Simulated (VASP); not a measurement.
# GaN (P6_3mc) in VASP: notebook

Runs on GaN. Level: PBEsol. Tasks: single point.

Program: VASP 6.6.1. These are calculated values, not measurements. Logs are shortened: lines on timing, memory, paths and dates and some standing lists are left out, and cuts for length are marked.

### 1 The cell of the first run

The structure is hexagonal, space group P6_3mc (No. 186). Conventional cell: a = 3.161 Å, b = 3.161 Å, c = 5.150 Å, α = 90.00°, β = 90.00°, γ = 120.00°. Ga (site symmetry 3m) has 4 N at 1.93 to 1.94 Å within 2.6 Å. Within 2.6 Å of N (site symmetry 3m) lie 4 Ga at 1.93 to 1.94 Å.

### 2 Single point, PBEsol, non-collinear spin, zero start, spin-orbit coupling

Input file INCAR:

```
SYSTEM = GaN
PREC = Accurate
ENCUT = 520
EDIFF = 1E-6
ISMEAR = 0
SIGMA = 0.01
LREAL = .FALSE.
LASPH = .TRUE.
NELM = 150
ALGO = Normal
ISIF = 2
LWAVE = .FALSE.
LCHARG = .FALSE.
MAGMOM = 0 0 0 0 0 0 0 0 0 0 0 0
LORBIT = 11
LSORBIT = .TRUE.
GGA_COMPAT = .FALSE.
LORBMOM = .TRUE.
GGA = PS
NBANDS = 50
```

Input file KPOINTS:

```
Automatic mesh
0
G
  8 8 4
  0 0 0
```

Input file POSCAR:

```
GaN
1.0
    3.1610842788      0.0000000000      0.0000000000
   -1.5805421394      2.7375792890      0.0000000000
    0.0000000000      0.0000000000      5.1504547785
Ga N
2 2
Direct
    0.3333333333      0.6666666667     -0.0007724921
    0.6666666667      0.3333333333      0.4992275079
    0.3333333333      0.6666666667      0.3757724921
    0.6666666667      0.3333333333      0.8757724921
```

Potentials or basis: VASP PAW PBE potentials, release 64 (Ga_d, N).

On the command line:

```bash
> cat potpaw_PBE.64/Ga_d/POTCAR potpaw_PBE.64/N/POTCAR > POTCAR
> mpirun -np 1 vasp_ncl > vasp.out
```

OUTCAR:

```text
SYSTEM = GaN
   PREC = Accurate
   ENCUT = 520
   EDIFF = 1E-6
   ISMEAR = 0
   LREAL = .FALSE.
   LASPH = .TRUE.
   NELM = 150
   ISIF = 2
   LORBIT = 11
   LSORBIT = .TRUE.
   GGA = PS

 ion  position               nearest neighbor table
   1  0.333  0.667  0.999-   4 1.93   4 1.93   4 1.93   3 1.94
   2  0.667  0.333  0.499-   3 1.93   3 1.93   3 1.93   4 1.94
   3  0.333  0.667  0.376-   2 1.93   2 1.93   2 1.93   1 1.94
   4  0.667  0.333  0.876-   1 1.93   1 1.93   1 1.93   2 1.94

  LATTYP: Found a hexagonal cell.
 ALAT       =     3.1610842788
 C/A-ratio  =     1.6293316863

  Lattice vectors:

 A1 = (   3.1610842788,   0.0000000000,   0.0000000000)
 A2 = (  -1.5805421394,   2.7375792890,   0.0000000000)
 A3 = (   0.0000000000,   0.0000000000,   5.1504547785)

Analysis of symmetry for initial positions (statically):
=====================================================================
 Subroutine PRICEL returns:
 Original cell was already a primitive cell.

 Routine SETGRP: Setting up the symmetry group for a
 hexagonal supercell.

 Subroutine GETGRP returns: Found 12 space group operations
 (whereof  6 operations were pure point group operations)
 out of a pool of 24 trial point group operations.

The static configuration has the point symmetry C_3v.
 The point group associated with its full space group is C_6v.

Analysis of symmetry for dynamics (positions and initial velocities):
=====================================================================
 Subroutine PRICEL returns:
 Original cell was already a primitive cell.

 Routine SETGRP: Setting up the symmetry group for a
 hexagonal supercell.

 Subroutine GETGRP returns: Found 12 space group operations
 (whereof  6 operations were pure point group operations)
 out of a pool of 24 trial point group operations.

The dynamic configuration has the point symmetry C_3v.
 The point group associated with its full space group is C_6v.

Analysis of structural, dynamic, and magnetic symmetry:
=====================================================================
 Subroutine PRICEL returns:
 Original cell was already a primitive cell.

 Routine SETGRP: Setting up the symmetry group for a
 hexagonal supercell.

 Subroutine GETGRP returns: Found 12 space group operations
 (whereof  6 operations were pure point group operations)
 out of a pool of 24 trial point group operations.

The overall configuration has the point symmetry C_3v.
 The point group associated with its full space group is C_6v.

 Subroutine INISYM returns: Found 12 space group operations
 (whereof  6 operations are pure point group operations),
 and found     1 'primitive' translations

----------------------------------------------------------------------------------------

                                     Primitive cell

  volume of cell :      44.5706

  direct lattice vectors                    reciprocal lattice vectors
     3.161084279  0.000000000  0.000000000     0.316347149  0.182643112  0.000000000
    -1.580542139  2.737579289  0.000000000     0.000000000  0.365286223  0.000000000
     0.000000000  0.000000000  5.150454779     0.000000000  0.000000000  0.194157612

  length of vectors
     3.161084279  3.161084279  5.150454779     0.365286224  0.365286223  0.194157612

  position of ions in fractional coordinates (direct lattice)
     0.333333333  0.666666667  0.999227508
     0.666666667  0.333333333  0.499227508
     0.333333333  0.666666667  0.375772492
     0.666666667  0.333333333  0.875772492

  ion indices of the primitive-cell ions
   primitive index   ion index
                 1           1
                 2           2
                 3           3
                 4           4

----------------------------------------------------------------------------------------

 KPOINTS: Automatic mesh

Automatic generation of k-mesh.
 Grid dimensions read from file:
 generate k-points for:    8    8    4

 Generating k-lattice:

  Cartesian coordinates                     Fractional coordinates (reciprocal lattice)
     0.039543394  0.022830389  0.000000000     0.125000000  0.000000000  0.000000000
     0.000000000  0.045660778  0.000000000     0.000000000  0.125000000  0.000000000
     0.000000000  0.000000000  0.048539403     0.000000000  0.000000000  0.250000000

  Length of vectors
     0.045660778  0.045660778  0.048539403

  Shift w.r.t. Gamma in fractional coordinates (k-lattice)
     0.000000000  0.000000000  0.000000000

 Subroutine IBZKPT returns following result:
 ===========================================

 Found     40 irreducible k-points:

 Following reciprocal coordinates:
[... 59 lines left out ...]
   ISMEAR =     0;   SIGMA  =   0.01  broadening in eV -4-tet -1-fermi 0-gaus
   EFERMI_NEDOS =   21; number of points for ismear=-14 and -15
   IALGO  =     38    algorithm
   IMIX   =      4    mixing-type and parameters
     AMIX     =   0.40;   BMIX     =  1.00
     AMIX_MAG =   1.60;   BMIX_MAG =  1.00
  volume/ion in A,a.u.               =      11.14        75.19
  Fermi-wavevector in a.u.,A,eV,Ry     =   1.524613  2.881100 31.625981  2.324444
  Thomas-Fermi vector in A             =   2.632896
   LORBIT       =     11    0 simple, 1 ext, 2 COOP (PROOUT), +10 PAW based schemes
   GGA     = PS    functional components
   LHFCALC =     F    Hartree Fock is set to
   AEXX    =    0.0000 exact exchange contribution
   IVDW    =     0    specifies the selected vdW correction
   LEPSILON=     F    determine dielectric tensor
   LRPA    =     F    only Hartree local field effects (RPA)
 Gauss-broadening in eV      SIGMA  =   0.01
  energy-cutoff  :      520.00
  volume of cell :       44.57
 maximum number of plane-waves:      2416
   NGX = 11   NGY = 11   NGZ = 19

 number of electron      36.0000000 magnetization       0.0000000      0.0000000      0.0000000

 number of electron      36.0000024 magnetization      -0.0000000     -0.0000000     -0.0000000

 number of electron      36.0000024 magnetization      -0.0000000      0.0000000      0.0000000

 number of electron      36.0000024 magnetization      -0.0000000      0.0000000     -0.0000000

 Free energy of the ion-electron system (eV)
  ---------------------------------------------------
  ext. energy  EPLUGINS =         0.00000000
  ---------------------------------------------------
  free energy    TOTEN  =       -26.26856908 eV

  energy without entropy =      -26.26856908  energy(sigma->0) =      -26.26856908

 E-fermi :   5.5257     XC(G=0): -12.0382

 val. band max:        5.4642127872   @ k =   0.0000   0.0000   0.0000
 cond. band min:       7.4902862801   @ k =   0.0000   0.0000   0.0000
 fundamental gap:      2.0260734929
 Fermi energy:         5.5257452798

 k-point     1 :       0.0000    0.0000    0.0000
  band No.  band energies     occupation
      1     -10.7350      1.00000
      2     -10.7350      1.00000
      3      -9.7066      1.00000
      4      -9.7066      1.00000
      5      -8.1480      1.00000
      6      -8.1480      1.00000
[... 1213 lines left out ...]
     47      15.6286      0.00000
     48      15.6856      0.00000

 [... further k-points ...]

 [bands above 48 left out]

------------------------ aborting loop because EDIFF is reached ----------------------------------------

  FORCE on cell =-STRESS in cart. coord.  units (eV):
  Direction    XX          YY          ZZ          XY          YZ          ZX
  --------------------------------------------------------------------------------------
  -------------------------------------------------------------------------------------
  Total        1.0421769      1.0421769      1.0533329      0.0000000      0.0000000      0.0000000
  in kB       37.4630978     37.4630978     37.8641196      0.0000000      0.0000000      0.0000000
  external PRESSURE =      37.5967717 kB  Pullay stress =       0.0000000 kB

 VOLUME and BASIS-vectors are now :
 -----------------------------------------------------------------------------
  energy-cutoff  :      520.00
  volume of cell :       44.57
      direct lattice vectors                 reciprocal lattice vectors
     3.161084279  0.000000000  0.000000000     0.316347149  0.182643112  0.000000000
    -1.580542139  2.737579289  0.000000000     0.000000000  0.365286223  0.000000000
     0.000000000  0.000000000  5.150454779     0.000000000  0.000000000  0.194157612

 POSITION                                       TOTAL-FORCE (eV/Angst)
 -----------------------------------------------------------------------------------
     -0.00000      1.82505      5.14648        -0.000000      0.000000      0.000172
      1.58054      0.91253      2.57125         0.000000      0.000000      0.000172
     -0.00000      1.82505      1.93540         0.000000     -0.000000     -0.000172
      1.58054      0.91253      4.51063        -0.000000      0.000000     -0.000172
 -----------------------------------------------------------------------------------
    total drift:                               -0.000000      0.000000      0.000569

  FREE ENERGIE OF THE ION-ELECTRON SYSTEM (eV)
  ---------------------------------------------------
  free  energy   TOTEN  =       -26.2685690793 eV

  energy  without entropy=      -26.2685690793  energy(sigma->0) =      -26.26856908

 orbital moment (x)

 # of ion     p       d       tot
 ----------------------------------------
  1        -0.000   0.000   0.000
  2         0.000  -0.000  -0.000
  3        -0.000   0.000  -0.000
  4        -0.000   0.000  -0.000
 ----------------------------------------
           -0.000   0.000   0.000

 orbital moment (y)

 # of ion     p       d       tot
 ----------------------------------------
  1         0.000   0.000   0.000
  2        -0.000  -0.000  -0.000
  3         0.000   0.000   0.000
  4        -0.000   0.000  -0.000
 ----------------------------------------
           -0.000   0.000  -0.000

 orbital moment (z)

 # of ion     p       d       tot
 ----------------------------------------
  1        -0.000   0.000  -0.000
  2        -0.000   0.000  -0.000
  3         0.000   0.000   0.000
  4         0.000   0.000   0.000
 ----------------------------------------
           -0.000   0.000  -0.000

 Spin-Orbit-Coupling matrix elements

 Ion:    1  E_soc:     -0.0109956
 l=   1
     0.0000000    -0.0010003    -0.0010067
    -0.0010003     0.0000000    -0.0010003
    -0.0010067    -0.0010003     0.0000000
 l=   2
     0.0000000    -0.0001643     0.0000000    -0.0001643    -0.0006697
    -0.0001643     0.0000000    -0.0005010    -0.0001614    -0.0001643
     0.0000000    -0.0005010     0.0000000    -0.0005010     0.0000000
    -0.0001643    -0.0001614    -0.0005010     0.0000000    -0.0001643
    -0.0006697    -0.0001643     0.0000000    -0.0001643     0.0000000
 l=   3
     0.0000000     0.0000000     0.0000000     0.0000000     0.0000000     0.0000000     0.0000000
     0.0000000     0.0000000     0.0000000     0.0000000     0.0000000     0.0000000     0.0000000
     0.0000000     0.0000000     0.0000000     0.0000000     0.0000000     0.0000000     0.0000000
     0.0000000     0.0000000     0.0000000     0.0000000     0.0000000     0.0000000     0.0000000
[... 49 lines left out ...]
 l=   2
     0.0000000     0.0000000     0.0000000     0.0000000     0.0000000
     0.0000000     0.0000000     0.0000000     0.0000000     0.0000000
     0.0000000     0.0000000     0.0000000     0.0000000     0.0000000
     0.0000000     0.0000000     0.0000000     0.0000000     0.0000000
     0.0000000     0.0000000     0.0000000     0.0000000     0.0000000
 l=   3
     0.0000000     0.0000000     0.0000000     0.0000000     0.0000000     0.0000000     0.0000000
     0.0000000     0.0000000     0.0000000     0.0000000     0.0000000     0.0000000     0.0000000
     0.0000000     0.0000000     0.0000000     0.0000000     0.0000000     0.0000000     0.0000000
     0.0000000     0.0000000     0.0000000     0.0000000     0.0000000     0.0000000     0.0000000
     0.0000000     0.0000000     0.0000000     0.0000000     0.0000000     0.0000000     0.0000000
     0.0000000     0.0000000     0.0000000     0.0000000     0.0000000     0.0000000     0.0000000
     0.0000000     0.0000000     0.0000000     0.0000000     0.0000000     0.0000000     0.0000000

 total charge

# of ion       s       p       d       tot
------------------------------------------
    1        0.794   0.933  10.196  11.923
    2        0.794   0.933  10.196  11.923
    3        1.217   2.528   0.000   3.744
    4        1.217   2.528   0.000   3.744
--------------------------------------------------
tot          4.020   6.922  20.393  31.335

 magnetization (x)

# of ion       s       p       d       tot
------------------------------------------
    1        0.000   0.000   0.000   0.000
    2       -0.000   0.000   0.000  -0.000
    3        0.000   0.000   0.000   0.000
    4       -0.000  -0.000   0.000  -0.000
--------------------------------------------------
tot         -0.000  -0.000   0.000  -0.000

 magnetization (y)

# of ion       s       p       d       tot
------------------------------------------
    1        0.000  -0.000   0.000  -0.000
    2        0.000   0.000  -0.000   0.000
    3        0.000   0.000   0.000   0.000
    4        0.000   0.000   0.000   0.000
--------------------------------------------------
tot          0.000   0.000  -0.000  -0.000

 magnetization (z)

# of ion       s       p       d       tot
------------------------------------------
    1        0.000   0.000   0.000   0.000
    2        0.000   0.000   0.000   0.000
    3        0.000   0.000   0.000   0.000
    4        0.000   0.000   0.000   0.000
--------------------------------------------------
tot          0.000   0.000   0.000   0.000
```

Run time: 5.4 min. Hardware: 1 thread of Intel Xeon 8259CL, shared host; peak memory 0.32 GiB.

What came out:

* Free energy: -26.2686 eV
* Pressure: 3.8 GPa
* Net moment: 0.00 μB per cell
* Valence electrons inside the program's atomic spheres: Ga 11.92; N 3.74

Moments on the atoms (μB; x, y, z):
```
Ga  0.00 0.00 0.00
Ga  0.00 0.00 0.00
N   0.00 0.00 0.00
N   0.00 0.00 0.00
```

Caveat: the cell stands under pressure; the PAW data sets were made with another functional, which shifts forces and pressure a little.

### 3 Single point, PBEsol, non-collinear spin, zero start, spin-orbit coupling

This run uses another cell than the first one, of 11.26 Å³/atom.

Input file INCAR:

```
PREC = Accurate
ENCUT = 520
EDIFF = 1E-7
ISMEAR = 0
SIGMA = 0.01
LREAL = F
LASPH = T
NELM = 150
ALGO = Normal
ISIF = 2
LWAVE = F
LCHARG = F
LNONCOLLINEAR = T
MAGMOM = 0 0 0 0 0 0 0 0 0 0 0 0
LORBIT = 11
LSORBIT = T
GGA_COMPAT = F
LORBMOM = T
GGA = PS
NBANDS = 50
```

Input file KPOINTS:

```
regular mesh
0
Gamma
  8 8 4
```

Input file POSCAR:

```
GaN
1.0
    3.1717443493      0.0000000000      0.0000000000
   -1.5858721746      2.7468111808      0.0000000000
    0.0000000000      0.0000000000      5.1677775746
Ga N
2 2
Direct
    0.3333333333      0.6666666667     -0.0007980656
    0.6666666667      0.3333333333      0.4992019344
    0.3333333333      0.6666666667      0.3757980656
    0.6666666667      0.3333333333      0.8757980656
```

Potentials or basis: VASP PAW PBE potentials, release 64 (Ga_d, N).

On the command line:

```bash
> cat potpaw_PBE.64/Ga_d/POTCAR potpaw_PBE.64/N/POTCAR > POTCAR
> mpirun -np 1 vasp_ncl > vasp.out
```

It took 6 min on 1 thread of Intel Xeon 8259CL, shared host; peak memory 0.32 GiB.

It converged, with:

| Property | Result |
| --- | --- |
| Free energy | -26.2765 eV |
| Pressure | 1.7 GPa |
| Net moment | 0.00 μB per cell |
| Valence electrons inside the program's atomic spheres | Ga 11.90; N 3.74 |

Moments on the atoms (μB; x, y, z):
```
Ga  0.00 0.00 0.00
Ga  0.00 0.00 0.00
N   0.00 0.00 0.00
N   0.00 0.00 0.00
```

Caveat: the PAW data sets were made with another functional, which shifts forces and pressure a little.
